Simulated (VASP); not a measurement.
Crystal: SnTe.

```
Te Sn
1.0
     0.00000    3.12970    3.12970
     3.12970    0.00000    3.12970
     3.12970    3.12970    0.00000
Te Sn
1 1
Direct
  0.50000 0.50000 0.50000
  0.00000 0.00000 0.00000
```

Base run:

```yaml
Program: VASP 6.6.1
Functional: PBEsol
Dispersion: D4
Potentials_or_basis: VASP PAW PBE potentials, release 64 (Te, Sn_d)
Cutoff: 520 eV
k_mesh: 7 × 7 × 7
Occupations: fermi-dirac, width 0.05 eV
Spin: no spin polarisation
```

Its results: pressure -0.7 GPa.

**Question.** After a change of settings the same cell gave: pressure -1.5 GPa. Which change was it?
A. dispersion from D4 to D3(BJ)
B. functional from PBEsol to RPBE; dispersion from D4 to none
C. functional from PBEsol to RPBE; further incar settings from ALGO = Normal; EDIFF = 1e-07; NBANDS = 17 to ALGO = Normal; EDIFF = 1e-06; NBANDS = 17
D. functional from PBEsol to BLYP

**Answer.** A.

Caveats: the PAW data sets were made with another functional, which shifts forces and pressure a little.
